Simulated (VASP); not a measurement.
# Te (R-3m) in VASP: notebook

Runs on Te. Level: PBE. Tasks: single point.

All numbers are computed with VASP 6.6.1; they aren't measurements. Logs are shortened: lines on timing, memory, paths and dates and some standing lists are left out, and cuts for length are marked.

## (1) The cell of the first run

It takes space group R-3m (No. 166, trigonal). The conventional cell has a = 4.429 Å, b = 4.429 Å, c = 5.621 Å, α = 90.00°, β = 90.00°, γ = 120.00°. Te (site symmetry -3m) has 6 Te at 3.17 Å within 4.2 Å.

## (2) Single point, PBE (31.83 Å³/atom)

File INCAR:

```
PREC = Accurate
ENCUT = 520
EDIFF = 1E-7
ISMEAR = 0
SIGMA = 0.15
LREAL = F
LASPH = T
NELM = 60
ALGO = Normal
ISIF = 2
LWAVE = F
LCHARG = F
GGA = PE
NBANDS = 9
```

File KPOINTS:

```
Automatic mesh
0
Gamma
  15 15 15
```

File POSCAR:

```
Te
1.0
    2.2146753675      1.2786434196      1.8736153609
   -2.2146753675      1.2786434196      1.8736153609
    0.0000000000     -2.5572868392      1.8736153610
Te
1
Direct
    0.5000000000      0.5000000000      0.5000000000
```

Potentials or basis: VASP PAW PBE potentials, release 64 (Te).

Run with:

```console
cat potpaw_PBE.64/Te/POTCAR > POTCAR
mpirun -np 1 vasp_std > vasp.out
```

OUTCAR:

```text
PREC = Accurate
   ENCUT = 520
   EDIFF = 1E-7
   ISMEAR = 0
   LREAL = F
   LASPH = T
   NELM = 60
   ISIF = 2
   GGA = PE

 ion  position               nearest neighbor table
   1  0.500  0.500  0.500-

  LATTYP: Found a trigonal (rhomboedric) cell.
 ALAT       =     3.1701972334
 COS(alpha) =     0.0239376049

  Lattice vectors:

 A1 = (   2.2146753675,   1.2786434196,   1.8736153609)
 A2 = (  -2.2146753675,   1.2786434196,   1.8736153609)
 A3 = (   0.0000000000,  -2.5572868392,   1.8736153610)

Analysis of symmetry for initial positions (statically):
=====================================================================
 Subroutine PRICEL returns:
 Original cell was already a primitive cell.

 Routine SETGRP: Setting up the symmetry group for a
 trigonal (rhombohedral) supercell.

 Subroutine GETGRP returns: Found 12 space group operations
 (whereof 12 operations were pure point group operations)
 out of a pool of 12 trial point group operations.

The static configuration has the point symmetry D_3d.

Analysis of symmetry for dynamics (positions and initial velocities):
=====================================================================
 Subroutine PRICEL returns:
 Original cell was already a primitive cell.

 Routine SETGRP: Setting up the symmetry group for a
 trigonal (rhombohedral) supercell.

 Subroutine GETGRP returns: Found 12 space group operations
 (whereof 12 operations were pure point group operations)
 out of a pool of 12 trial point group operations.

The dynamic configuration has the point symmetry D_3d.

 Subroutine INISYM returns: Found 12 space group operations
 (whereof 12 operations are pure point group operations),
 and found     1 'primitive' translations

----------------------------------------------------------------------------------------

                                     Primitive cell

  volume of cell :      31.8340

  direct lattice vectors                    reciprocal lattice vectors
     2.214675367  1.278643420  1.873615361     0.225766723  0.130346478  0.177909159
    -2.214675367  1.278643420  1.873615361    -0.225766723  0.130346478  0.177909159
     0.000000000 -2.557286839  1.873615361     0.000000000 -0.260692956  0.177909159

  length of vectors
     3.170197233  3.170197233  3.170197233     0.315614459  0.315614459  0.315614459

  position of ions in fractional coordinates (direct lattice)
     0.500000000  0.500000000  0.500000000

  ion indices of the primitive-cell ions
   primitive index   ion index
                 1           1

----------------------------------------------------------------------------------------

 KPOINTS: Automatic mesh

Automatic generation of k-mesh.
 Grid dimensions read from file:
 generate k-points for:   15   15   15

 Generating k-lattice:

  Cartesian coordinates                     Fractional coordinates (reciprocal lattice)
     0.015051115  0.008689765  0.011860611     0.066666667  0.000000000  0.000000000
    -0.015051115  0.008689765  0.011860611     0.000000000  0.066666667  0.000000000
     0.000000000 -0.017379530  0.011860611     0.000000000  0.000000000  0.066666667

  Length of vectors
     0.021040964  0.021040964  0.021040964

  Shift w.r.t. Gamma in fractional coordinates (k-lattice)
     0.000000000  0.000000000  0.000000000

 Subroutine IBZKPT returns following result:
 ===========================================

 Found    344 irreducible k-points:

 Following reciprocal coordinates:
            Coordinates               Weight
  0.000000  0.000000  0.000000      1.000000
  0.066667  0.000000  0.000000      6.000000
  0.133333  0.000000  0.000000      6.000000
  0.200000  0.000000  0.000000      6.000000
  0.266667  0.000000  0.000000      6.000000
  0.333333  0.000000  0.000000      6.000000
[... 16 lines left out ...]
  0.133333  0.133333  0.000000      6.000000
  0.200000  0.133333  0.000000     12.000000
 [... further k-points ...]
   k-points           NKPTS =    344   k-points in BZ     NKDIM =    344   number of bands    NBANDS=      9
   number of dos      NEDOS =    301   number of ions     NIONS =      1
   total plane-waves  NPLWV =  13824
   dimension x,y,z NGX =    24 NGY =   24 NGZ =   24
   dimension x,y,z NGXF=    48 NGYF=   48 NGZF=   48
   ions per type =               1
   NGX,Y,Z   is equivalent  to a cutoff of  12.59, 12.59, 12.59 a.u.
   NGXF,Y,Z  is equivalent  to a cutoff of  25.17, 25.17, 25.17 a.u.
 SYSTEM =  unknown system
   PREC   = accura    normal or accurate (medium, high low for compatibility)
   ISTART =      0    job   : 0-new  1-cont  2-samecut
   ICHARG =      2    charge: 1-file 2-atom 10-const
   ISPIN  =      1    spin polarized calculation?
   LNONCOLLINEAR =      F non collinear calculations
   LSORBIT =      F    spin-orbit coupling
   LASPH  =      T    aspherical Exc in radial PAW
   ENCUT  =  520.0 eV  38.22 Ry    6.18 a.u.   5.89  5.89  5.89*2*pi/ulx,y,z
   NELM   =     60;   NELMIN=  2; NELMDL= -5     # of ELM steps
   EDIFF  = 0.1E-06   stopping-criterion for ELM
   LREAL  =      F    real-space projection
   EDIFFG = 0.1E-05   stopping-criterion for IOM
   NSW    =      0    number of steps for IOM
   IBRION =     -1    ionic relax: 0-MD 1-quasi-New 2-CG
   NFREE  =      0    steps in history (QN), initial steepest desc. (CG)
   ISIF   =      2    stress and relaxation
   ISYM   =      2    0-nonsym 1-usesym 2-fastsym
   POTIM  = 0.5000    time-step for ionic-motion
   TEBEG  =    0.0;   TEEND  =   0.0 temperature during run
   PSTRESS=    0.0 pullay stress
   NELECT =       6.0000    total number of electrons
   NUPDOWN=      -1.0000    fix difference up-down
   EMIN   =  10.00;   EMAX   =-10.00  energy-range for DOS
   EFERMI =   0.00;   METHOD = LEGACY
   ISMEAR =     0;   SIGMA  =   0.15  broadening in eV -4-tet -1-fermi 0-gaus
   EFERMI_NEDOS =   21; number of points for ismear=-14 and -15
   IALGO  =     38    algorithm
   IMIX   =      4    mixing-type and parameters
     AMIX     =   0.40;   BMIX     =  1.00
     AMIX_MAG =   1.60;   BMIX_MAG =  1.00
  volume/ion in A,a.u.               =      31.83       214.83
  Fermi-wavevector in a.u.,A,eV,Ry     =   0.938631  1.773755 11.987113  0.881028
  Thomas-Fermi vector in A             =   2.065862
   LORBIT       =      0    0 simple, 1 ext, 2 COOP (PROOUT), +10 PAW based schemes
   GGA     = PE    functional components
   LHFCALC =     F    Hartree Fock is set to
   AEXX    =    0.0000 exact exchange contribution
   IVDW    =     0    specifies the selected vdW correction
   LEPSILON=     F    determine dielectric tensor
   LRPA    =     F    only Hartree local field effects (RPA)
 non-spin polarized calculation
 Gauss-broadening in eV      SIGMA  =   0.15
  energy-cutoff  :      520.00
  volume of cell :       31.83
 maximum number of plane-waves:       895
   NGX = 11   NGY = 11   NGZ = 11

 number of electron       6.0000000 magnetization

 Free energy of the ion-electron system (eV)
  ---------------------------------------------------
  ext. energy  EPLUGINS =         0.00000000
  ---------------------------------------------------
  free energy    TOTEN  =        -3.10481403 eV

  energy without entropy =       -3.09945597  energy(sigma->0) =       -3.10213500

 E-fermi :   6.7813     XC(G=0):  -9.3997

 val. band max:        6.7728039697   @ k =   0.4000   0.2000   0.2000
 cond. band min:       6.7834519073   @ k =  -0.2667   0.1333   0.0667
 fundamental gap:      0.0106479376
 Fermi energy:         6.7812684756

 k-point     1 :       0.0000    0.0000    0.0000
  band No.  band energies     occupation
      1      -7.0188      2.00000
      2       7.9586      0.00000
      3       7.9586      0.00000
      4       8.1182      0.00000
      5      12.8080      0.00000
      6      12.8080      0.00000
      7      13.3950      0.00000
      8      24.2837      0.00000
      9      24.2852      0.00000

 k-point     2 :       0.0667    0.0000    0.0000
  band No.  band energies     occupation
      1      -6.9647      2.00000
      2       7.3627      0.00000
      3       8.0072      0.00000
      4       8.1200      0.00000
      5      12.8576      0.00000
      6      13.1432      0.00000
      7      13.8661      0.00000
      8      23.0917      0.00000
      9      23.1994      0.00000

 k-point     3 :       0.1333    0.0000    0.0000
  band No.  band energies     occupation
      1      -6.8050      2.00000
      2       6.0432      2.00000
      3       8.1490      0.00000
      4       8.2569      0.00000
      5      13.0051      0.00000
      6      13.3992      0.00000
      7      15.4159      0.00000
      8      21.7326      0.00000
      9      21.8386      0.00000

 k-point     4 :       0.2000    0.0000    0.0000
  band No.  band energies     occupation
      1      -6.5481      2.00000
      2       4.6074      2.00000
      3       8.3708      0.00000
      4       8.4778      0.00000
      5      13.2451      0.00000
      6      13.7021      0.00000
      7      17.2973      0.00000
      8      20.4724      0.00000
      9      20.5845      0.00000

 k-point     5 :       0.2667    0.0000    0.0000
  band No.  band energies     occupation
      1      -6.2127      2.00000
      2       3.2565      2.00000
      3       8.6486      0.00000
      4       8.7552      0.00000
      5      13.5658      0.00000
      6      14.1117      0.00000
      7      18.8053      0.00000
      8      19.3593      0.00000
      9      19.6217      0.00000

 k-point     6 :       0.3333    0.0000    0.0000
  band No.  band energies     occupation
      1      -5.8344      2.00000
      2       2.0886      2.00000
      3       8.9434      0.00000
      4       9.0498      0.00000
      5      13.9411      0.00000
      6      14.6354      0.00000
      7      18.3334      0.00000
      8      18.4451      0.00000
      9      19.1224      0.00000
[... 169 lines left out ...]
 k-point    21 :      -0.1333    0.0667   -0.0000
  band No.  band energies     occupation
      1      -6.7471      2.00000
      2       6.0692      2.00000
      3       7.5216      0.00000
      4       8.2587      0.00000
      5      13.2143      0.00000
      6      14.0304      0.00000
      7      15.4990      0.00000
      8      21.3046      0.00000
      9      21.7772      0.00000

 k-point    22 :      -0.0667    0.0667    0.0000
  band No.  band energies     occupation
      1      -6.9087      2.00000
      2       7.3729      0.00000
      3       7.4166      0.00000
      4       8.1179      0.00000
      5      13.0374      0.00000
      6      13.6573      0.00000
      7      14.0778      0.00000
      8      22.6759      0.00000
      9      23.0801      0.00000

 k-point    23 :       0.1333    0.1333    0.0000
  band No.  band energies     occupation
      1      -6.5981      2.00000
      2       6.2135      2.00000
      3       6.3793      1.99985
      4       8.3864      0.00000
      5      13.3927      0.00000
      6      15.3597      0.00000
      7      15.5572      0.00000
      8      19.1735      0.00000
      9      22.0040      0.00000

 k-point    24 :       0.2000    0.1333    0.0000
  band No.  band energies     occupation
      1      -6.3442      2.00000
      2       4.8575      2.00000
      3       6.5597      1.96328
      4       8.6043      0.00000
      5      13.6504      0.00000
      6      15.5331      0.00000
      7      16.8978      0.00000
      8      18.4696      0.00000
      9      20.7864      0.00000

 [... further k-points ...]

------------------------ aborting loop because EDIFF is reached ----------------------------------------

  FORCE on cell =-STRESS in cart. coord.  units (eV):
  Direction    XX          YY          ZZ          XY          YZ          ZX
  --------------------------------------------------------------------------------------
  -------------------------------------------------------------------------------------
  Total        0.2841074      0.2841074      0.2644391      0.0000000     -0.0000000     -0.0000000
  in kB       14.2988744     14.2988744     13.3089888      0.0000000     -0.0000000     -0.0000000
  external PRESSURE =      13.9689125 kB  Pullay stress =       0.0000000 kB

 VOLUME and BASIS-vectors are now :
 -----------------------------------------------------------------------------
  energy-cutoff  :      520.00
  volume of cell :       31.83
      direct lattice vectors                 reciprocal lattice vectors
     2.214675367  1.278643420  1.873615361     0.225766723  0.130346478  0.177909159
    -2.214675367  1.278643420  1.873615361    -0.225766723  0.130346478  0.177909159
     0.000000000 -2.557286839  1.873615361     0.000000000 -0.260692956  0.177909159

 POSITION                                       TOTAL-FORCE (eV/Angst)
 -----------------------------------------------------------------------------------
      0.00000      0.00000      2.81042         0.000000     -0.000000     -0.000000
 -----------------------------------------------------------------------------------
    total drift:                                0.000000      0.000000     -0.000000

  FREE ENERGIE OF THE ION-ELECTRON SYSTEM (eV)
  ---------------------------------------------------
  free  energy   TOTEN  =        -3.1048140288 eV

  energy  without entropy=       -3.0994559726  energy(sigma->0) =       -3.10213500
```

It took 44 s on 1 thread of AMD EPYC 7R13, shared host; peak memory 0.18 GiB.

What came out:

| Item | Value |
| --- | --- |
| Free energy | -3.1048 eV |
| Pressure | 1.4 GPa |
| Band gap on the k mesh | zero (bands 3 and 4 overlap by 5.49 eV) |

Levels at points of the mesh, in eV from the Fermi level:
```
           k point  band 1  band 2  band 3  band 4  band 5  band 6
(0.00, 0.00, 0.00)  -13.80    1.18    1.18    1.34    6.03    6.03
```

Caveat: spin-orbit coupling is left out, which moves the levels of the heavy elements.

## (3) Single point, PBE (31.83 Å³/atom)

File INCAR:

```
PREC     = Accurate       # precision mode
ENCUT    = 520            # plane-wave cutoff, eV
EDIFF    = 1E-6           # SCF threshold, eV
ISMEAR   = 0              # smearing method
SIGMA    = 0.15           # smearing width, eV
LREAL    = False          # projectors in reciprocal space
LASPH    = True           # aspherical terms in the spheres
NELM     = 80             # most SCF steps
ALGO     = Normal         # electronic algorithm
ISIF     = 2              # what is computed and relaxed
LWAVE    = False          # write WAVECAR
LCHARG   = False          # write CHGCAR
GGA      = PE             # functional
NBANDS   = 9              # bands
```

File KPOINTS:

```
regular mesh
0
Gamma
  15 15 15
```

File POSCAR:

```
Te
1.0
    2.2544614191      1.3016139072      1.8080688904
   -2.2544614191      1.3016139072      1.8080688904
    0.0000000000     -2.6032278144      1.8080688904
Te
1
Direct
    0.5000000000      0.5000000000      0.5000000000
```

Potentials or basis: VASP PAW PBE potentials, release 64 (Te).

Run with:

```console
cat potpaw_PBE.64/Te/POTCAR > POTCAR
mpirun -np 1 vasp_std > vasp.out
```

Wall time 38 s (1 thread of AMD EPYC 7R13, shared host); peak memory 0.18 GiB.

Results (log left out):

* Free energy: -3.1049 eV
* Pressure: 1.4 GPa
* Band gap on the k mesh: zero (bands 3 and 4 overlap by 5.53 eV)

Levels at points of the mesh, in eV from the Fermi level:
```tsv
k point	band 1	band 2	band 3	band 4	band 5	band 6	band 7
(0.00, 0.00, 0.00)	-13.81	1.17	1.25	1.25	6.01	6.01	6.60
```

Caveat: spin-orbit coupling is left out, which moves the levels of the heavy elements.

## (4) Single point, PBE (32.71 Å³/atom)

This run uses another cell than the first one, of 32.71 Å³/atom.

File INCAR:

```
SYSTEM = Te
  ALGO = Normal
  EDIFF = 1E-6
  ENCUT = 520
  GGA = PE
  ISIF = 2
  ISMEAR = 0
  LASPH = .True.
  LCHARG = .False.
  LREAL = .False.
  LWAVE = .False.
  NBANDS = 9
  NELM = 100
  PREC = Accurate
  SIGMA = 0.15
```

File KPOINTS:

```
k-points
0
Gamma
  15 15 15
  0 0 0
```

File POSCAR:

```
Te
1.0
    2.2952118264      1.3251411658      1.7922544082
   -2.2952118264      1.3251411658      1.7922544082
    0.0000000000     -2.6502823316      1.7922544082
Te
1
Direct
    0.5000000000      0.5000000000      0.5000000000
```

Run with:

```console
cat potpaw_PBE.64/Te/POTCAR > POTCAR
mpirun -np 1 vasp_std > vasp.out
```

It took 38 s on 1 thread of AMD EPYC 7R13, shared host; peak memory 0.19 GiB.

Results (log left out):

| Item | Value |
| --- | --- |
| Free energy | -3.1081 eV |
| Pressure | -0.1 GPa |
| Band gap on the k mesh | zero (bands 3 and 4 overlap by 5.13 eV) |

Stress tensor (GPa, compression positive):
```
-0.17  0.00  0.00
 0.00 -0.17  0.00
 0.00  0.00  0.09
```

Levels at points of the mesh, in eV from the Fermi level:
```
           k point  band 1  band 2  band 3  band 4  band 5  band 6
(0.00, 0.00, 0.00)  -13.58    1.08    1.27    1.27    6.07    6.07
```

Caveat: spin-orbit coupling is left out, which moves the levels of the heavy elements.

## (5) Overview

```csv
cell,gap on the mesh (eV),pressure (GPa)
"a = 3.170 Å, angles 88.6°, 1 atom",none,1.4
"a = 3.170 Å, angles 90.7°, 1 atom",none,1.4
"a = 3.199 Å, angles 91.7°, 1 atom",none,-0.1
```

Alike in all rows: task single point; level PBE; potentials or basis VASP PAW PBE potentials, release 64 (Te); no spin polarisation; k mesh 15 × 15 × 15; cutoff (eV) 520; smearing gaussian 0.15 eV.

Caveats: spin-orbit coupling is left out, which moves the levels of the heavy elements.

Absolute energies hang on the potentials; compare differences alone.
